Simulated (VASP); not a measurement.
# BaS (F-43m) in VASP: G0W0 quasiparticle levels with PBE

Aim: the G0W0 quasiparticle levels of BaS with PBE.

All numbers are computed with VASP 6.6.1; they aren't measurements. Logs are shortened: lines on timing, memory, paths and dates and some standing lists are left out, and cuts for length are marked.

## (1) The cell of the first run

It takes space group F-43m (No. 216, cubic). The conventional cell has a = 7.039 Å, b = 7.039 Å, c = 7.039 Å, α = 90.00°, β = 90.00°, γ = 90.00°. Within 4.0 Å of Ba (site symmetry -43m) lie 4 S at 3.05 Å. Within 4.0 Å of S (site symmetry -43m) lie 4 Ba at 3.05 Å.

## (2) G0W0 quasiparticle levels, PBE

Contents of POSCAR:

```
BaS
1.0
    0.0000000000      3.5194117709      3.5194117709
    3.5194117709      0.0000000000      3.5194117709
    3.5194117709      3.5194117709      0.0000000000
Ba S
1 1
Direct
    0.0000000000      0.0000000000      0.0000000000
    0.2500000000      0.2500000000      0.2500000000
```

Contents of INCAR.step1:

```
PREC = Accurate ; ENCUT = 500
EDIFF = 1E-8 ; ISMEAR = 0
SIGMA = 0.01 ; LREAL = False
LASPH = True ; NELM = 80
ALGO = Normal ; LWAVE = True
LCHARG = False ; GGA = PE
```

Contents of INCAR.step2:

```
PREC = Accurate ; ENCUT = 500
EDIFF = 1E-8 ; ISMEAR = 0
SIGMA = 0.01 ; LREAL = False
LASPH = True ; NELM = 1
ALGO = Exact ; LWAVE = True
LCHARG = False ; GGA = PE
NBANDS = 149 ; LOPTICS = True
ISTART = 1
```

Contents of INCAR.step3:

```
PREC = Accurate ; ENCUT = 500
EDIFF = 1E-8 ; ISMEAR = 0
SIGMA = 0.01 ; LREAL = False
LASPH = True ; ALGO = EVGW0
LWAVE = False ; LCHARG = False
GGA = PE ; NELMGW = 1
NBANDS = 149 ; ENCUTGW = 80.0
NOMEGA = 96 ; PRECFOCK = Fast
ISTART = 1 ; NBANDSGW = 16
OMEGAMAX = 20
```

Contents of KPOINTS:

```
regular mesh
0
Gamma
  4 4 4
```

Potentials or basis: VASP PAW PBE potentials, release 64 (Ba_sv_GW, S_GW).

Launch:

```sh
cat potpaw_PBE.64/Ba_sv_GW/POTCAR potpaw_PBE.64/S_GW/POTCAR > POTCAR
cp INCAR.step1 INCAR
mpirun -np 1 vasp_std > vasp.out
cp INCAR.step2 INCAR
mpirun -np 1 vasp_std > vasp.out
cp INCAR.step3 INCAR
mpirun -np 1 vasp_std > vasp.out
```

OUTCAR:

```text
PREC = Accurate
   ENCUT = 500
   EDIFF = 1E-8
   ISMEAR = 0
   LREAL = False
   LASPH = True
   GGA = PE
   NELMGW = 1
   ENCUTGW = 80.0
   PRECFOCK = Fast
   ISTART = 1

 ion  position               nearest neighbor table
   1  0.000  0.000  0.000-
   2  0.250  0.250  0.250-

  LATTYP: Found a face centered cubic cell.
 ALAT       =     7.0388235418

  Lattice vectors:

 A1 = (   0.0000000000,   3.5194117709,   3.5194117709)
 A2 = (   3.5194117709,   0.0000000000,   3.5194117709)
 A3 = (   3.5194117709,   3.5194117709,   0.0000000000)

Analysis of symmetry for initial positions (statically):
=====================================================================
 Subroutine PRICEL returns:
 Original cell was already a primitive cell.

 Routine SETGRP: Setting up the symmetry group for a
 face centered cubic supercell.

 Subroutine GETGRP returns: Found 24 space group operations
 (whereof 24 operations were pure point group operations)
 out of a pool of 48 trial point group operations.

The static configuration has the point symmetry T_d .

Analysis of symmetry for dynamics (positions and initial velocities):
=====================================================================
 Subroutine PRICEL returns:
 Original cell was already a primitive cell.

 Routine SETGRP: Setting up the symmetry group for a
 face centered cubic supercell.

 Subroutine GETGRP returns: Found 24 space group operations
 (whereof 24 operations were pure point group operations)
 out of a pool of 48 trial point group operations.

The dynamic configuration has the point symmetry T_d .

 Subroutine INISYM returns: Found 24 space group operations
 (whereof 24 operations are pure point group operations),
 and found     1 'primitive' translations

----------------------------------------------------------------------------------------

                                     Primitive cell

[... 44 lines left out ...]

 Following reciprocal coordinates:
            Coordinates               Weight
  0.000000  0.000000  0.000000      1.000000
  0.250000  0.000000  0.000000      8.000000
  0.500000  0.000000  0.000000      4.000000
  0.250000  0.250000  0.000000      6.000000
  0.500000  0.250000  0.000000     24.000000
 -0.250000  0.250000  0.000000     12.000000
  0.500000  0.500000  0.000000      3.000000
 -0.250000  0.500000  0.250000      6.000000
   k-points           NKPTS =      8   k-points in BZ     NKDIM =     64   number of bands    NBANDS=    149
   number of dos      NEDOS =    301   number of ions     NIONS =      2
   total plane-waves  NPLWV =  46656
   dimension x,y,z NGX =    36 NGY =   36 NGZ =   36
   dimension x,y,z NGXF=    72 NGYF=   72 NGZF=   72
   ions per type =               1   1
   NGX,Y,Z   is equivalent  to a cutoff of  12.02, 12.02, 12.02 a.u.
   NGXF,Y,Z  is equivalent  to a cutoff of  24.05, 24.05, 24.05 a.u.
 SYSTEM =  unknown system
   PREC   = accura    normal or accurate (medium, high low for compatibility)
   ISTART =      1    job   : 0-new  1-cont  2-samecut
   ICHARG =      0    charge: 1-file 2-atom 10-const
   ISPIN  =      1    spin polarized calculation?
   LNONCOLLINEAR =      F non collinear calculations
   LSORBIT =      F    spin-orbit coupling
   LASPH  =      T    aspherical Exc in radial PAW
   ENCUT  =  500.0 eV  36.75 Ry    6.06 a.u.   9.07  9.07  9.07*2*pi/ulx,y,z
   NELM   =     60;   NELMIN=  2; NELMDL=  0     # of ELM steps
   EDIFF  = 0.1E-07   stopping-criterion for ELM
   LREAL  =      F    real-space projection
   EDIFFG = 0.1E-06   stopping-criterion for IOM
   NSW    =      0    number of steps for IOM
   IBRION =     -1    ionic relax: 0-MD 1-quasi-New 2-CG
   NFREE  =      0    steps in history (QN), initial steepest desc. (CG)
   ISIF   =      0    stress and relaxation
   ISYM   =      3    0-nonsym 1-usesym 2-fastsym
   POTIM  = 0.5000    time-step for ionic-motion
   TEBEG  =    0.0;   TEEND  =   0.0 temperature during run
   PSTRESS=    0.0 pullay stress
   NELECT =      16.0000    total number of electrons
   NUPDOWN=      -1.0000    fix difference up-down
   EMIN   =  10.00;   EMAX   =-10.00  energy-range for DOS
   EFERMI =   0.00;   METHOD = LEGACY
   ISMEAR =     0;   SIGMA  =   0.01  broadening in eV -4-tet -1-fermi 0-gaus
   EFERMI_NEDOS =   21; number of points for ismear=-14 and -15
   IALGO  =     38    algorithm
   IMIX   =      4    mixing-type and parameters
     AMIX     =   0.40;   BMIX     =  1.00
     AMIX_MAG =   1.60;   BMIX_MAG =  1.00
  volume/ion in A,a.u.               =      43.59       294.18
  Fermi-wavevector in a.u.,A,eV,Ry     =   0.930325  1.758060 11.775908  0.865505
  Thomas-Fermi vector in A             =   2.056702
   LORBIT       =      0    0 simple, 1 ext, 2 COOP (PROOUT), +10 PAW based schemes
   GGA     = PE    functional components
   LHFCALC =     T    Hartree Fock is set to
   PRECFOCK=fast      Normal, Fast or Accurate (Low or Medium for compatibility)
   ENCUT4O =  -1.0   cutoff for four orbital integrals eV
   NKREDX  =     1    reduce k-point grid by
   NKREDY  =     1    reduce k-point grid by
   NKREDZ  =     1    reduce k-point grid by
   AEXX    =    1.0000 exact exchange contribution
   HFSCREEN=    0.0000 screening length (either q_TF or 0.3 A-1)
   HFSCREENC=   0.0000 screening length for correlation (either q_TF or 0.3 A-1)
   ENCUTFOCK=  -1.0 apply spherical cutoff to Coloumb kernel
   IVDW    =     0    specifies the selected vdW correction
   LEPSILON=     F    determine dielectric tensor
   LRPA    =     F    only Hartree local field effects (RPA)
   LRPAFORCE           =     F    calculate RPA forces
   ENCUTGW             =  80.0    cutoff for response function in eV
   ENCUTGWSOFT         =  64.0    soft cutoff for Coulomb kernel in GW response function in eV
   ENCUTLF             =  -1.0    cutoff for local field effects
   NELMGW              =     1    number of iterations in solving QP/BSE equation
   NELMHF              =     1    number of iterations in the inner HF iteration
   NKREDLFX            =     1    NKREDLFY  =   1   NKREDLFZ  =   1
 non-spin polarized calculation
 Gauss-broadening in eV      SIGMA  =   0.01
  energy-cutoff  :      500.00
  volume of cell :       87.18
 maximum number of plane-waves:      2229
  NGX = 20; NGY = 20; NGZ = 20
   NGX = 19   NGY = 19   NGZ = 19
 maximum number of plane-waves:       150
 NGX is ok and might be reduce to    18

 QP shifts <psi_nk| G(iteration)W_0 |psi_nk>: iteration 1
 for sc-GW calculations column KS-energies equals QP-energies in previous step
 and V_xc(KS)=  KS-energies - (<T + V_ion + V_H > + <T+V_H+V_ion>^1  + <V_x>^1)

 k-point   1 :       0.0000    0.0000    0.0000
  band No.  KS-energies  QP-energies   sigma(KS)   V_xc(KS)     V^pw_x(r,r')   Z            occupation Imag(sigma)

      1     -24.9870     -25.4579     -16.0131     -15.1830     -24.4049       0.5673       2.0000       0.8640
      2     -10.1725     -11.5544     -15.7009     -13.8513     -18.9504       0.7471       2.0000       0.1656
      3     -10.1725     -11.5544     -15.7009     -13.8513     -18.9504       0.7471       2.0000       0.1656
      4     -10.1725     -11.5544     -15.7009     -13.8513     -18.9504       0.7471       2.0000       0.1656
      5      -8.8641      -9.4053     -14.2285     -13.4666     -21.0821       0.7104       2.0000       1.0506
      6       0.3667      -0.5505     -13.0088     -11.7510     -15.0785       0.7292       2.0000       0.0716
[... 135 lines left out ...]
      2     -10.8597     -11.8702     -14.8949     -13.3640     -19.6197       0.6601       2.0000       0.4243
      3     -10.3166     -11.7016     -15.5473     -13.6562     -18.8738       0.7323       2.0000       0.1978
      4     -10.2721     -11.6582     -15.6093     -13.7269     -18.9304       0.7364       2.0000       0.1984
      5      -8.0118      -8.6740     -15.1606     -14.1391     -20.5246       0.6483       2.0000       0.6220
      6       0.4247      -0.5132     -12.8993     -11.6198     -14.9538       0.7330       2.0000       0.0698
[... 8 lines left out ...]
     15       9.3991      10.7598      -7.2245      -9.0002      -2.8056       0.7663       0.0000      -0.1884
     16       9.8139      12.7211      -8.1736     -11.9699      -3.2247       0.7658       0.0000      -0.1498
```

OUTCAR.step1:

```text
PREC = Accurate
   ENCUT = 500
   EDIFF = 1E-8
   ISMEAR = 0
   LREAL = False
[... 322 lines left out ...]
      0.00000      0.00000      0.00000        -0.000000      0.000000      0.000000
      1.75971      1.75971      1.75971         0.000000     -0.000000     -0.000000
 -----------------------------------------------------------------------------------
    total drift:                               -0.000000     -0.000000     -0.000000

  FREE ENERGIE OF THE ION-ELECTRON SYSTEM (eV)
  ---------------------------------------------------
  free  energy   TOTEN  =       -11.1569817394 eV

  energy  without entropy=      -11.1569817394  energy(sigma->0) =      -11.15698174
```

OUTCAR.step2:

```text
PREC = Accurate
   ENCUT = 500
   EDIFF = 1E-8
   ISMEAR = 0
   LREAL = False
[... 720 lines left out ...]
     0.00000     4.11164     4.11164     4.11164     0.00000     0.00000     0.00000
     1.19440     4.25933     4.25933     4.25933     0.00000     0.00000     0.00000
     2.38879     4.86837     4.86837     4.86837     0.00000     0.00000     0.00000
     3.58319     6.66058     6.66058     6.66058     0.00000     0.00000    -0.00000
     4.77758     1.87681     1.87681     1.87681     0.00000     0.00000     0.00000
     5.97198    -0.50549    -0.50549    -0.50549    -0.00000    -0.00000     0.00000
[... 92 lines left out ...]
   117.05080     0.98104     0.98104     0.98104     0.00000     0.00000    -0.00000
   118.24519     0.98144     0.98144     0.98144     0.00000     0.00000    -0.00000
```

It took 5.6 min on 1 thread of AMD EPYC 9R45 (Zen 5), shared host; peak memory 1.1 GiB.

Results:

- Quasiparticle gap: 3.79 eV
- Least direct quasiparticle gap: 4.51 eV
- Band gap of the starting levels on the mesh: 2.75 eV
- Least direct gap of the starting levels on the mesh: 3.42 eV

Caveat: the k points lie up to 0.39 Å⁻¹ apart; bands, screening cutoff and mesh are small and nothing is extrapolated, so the quasiparticle values aren't converged; the structure was generated, so it needn't be the stable form of BaS; spin-orbit coupling is left out, which moves the levels of the heavy elements.
